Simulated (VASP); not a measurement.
Input of a VASP 6.6.1 run:

The input POSCAR:

```
AlN
1.0
    0.0000000000      1.9776555627      1.9776555627
    1.9776555627      0.0000000000      1.9776555627
    1.9776555627      1.9776555627      0.0000000000
Al N
1 1
Direct
    0.5000000000      0.5000000000      0.5000000000
    0.0000000000      0.0000000000      0.0000000000
```

INCAR.step1

```
SYSTEM = AlN
ALGO = Normal
EDIFF = 1E-5
ENCUT = 660
GGA = PE
GGA_COMPAT = .False.
ISMEAR = 0
LASPH = .True.
LCHARG = .False.
LREAL = .False.
LWAVE = .True.
NBANDS = 11
NELM = 120
PREC = Accurate
SIGMA = 0.02
```

INCAR.step2

```
SYSTEM = AlN
ALGO = Normal
EDIFF = 1E-6
ENCUT = 660
GGA_COMPAT = .False.
ISIF = 2
ISMEAR = 0
ISTART = 1
LASPH = .True.
LCHARG = .False.
LMIXTAU = .True.
LREAL = .False.
LWAVE = .False.
METAGGA = R2SCAN
NBANDS = 11
NELM = 120
PREC = Accurate
SIGMA = 0.02
```

File KPOINTS:

```
k-points
0
Gamma
  10 10 10
  0 0 0
```

Potentials or basis: VASP PAW PBE potentials, release 64 (Al, N).

The run is started by

```sh
$ cat potpaw_PBE.64/Al/POTCAR potpaw_PBE.64/N/POTCAR > POTCAR
$ cp INCAR.step1 INCAR
$ mpirun -np 1 vasp_std > vasp.out
$ cp INCAR.step2 INCAR
$ mpirun -np 1 vasp_std > vasp.out
```

Question: Predict the band gap on the k mesh.

Answer: 5.87 eV (least direct gap 7.54 eV).

Question: Estimate the pressure.

Answer: 18.6 GPa.

Caveat: the cell stands under pressure; the PAW data sets were made with another functional, which shifts forces and pressure a little. A k mesh can miss the band edges.
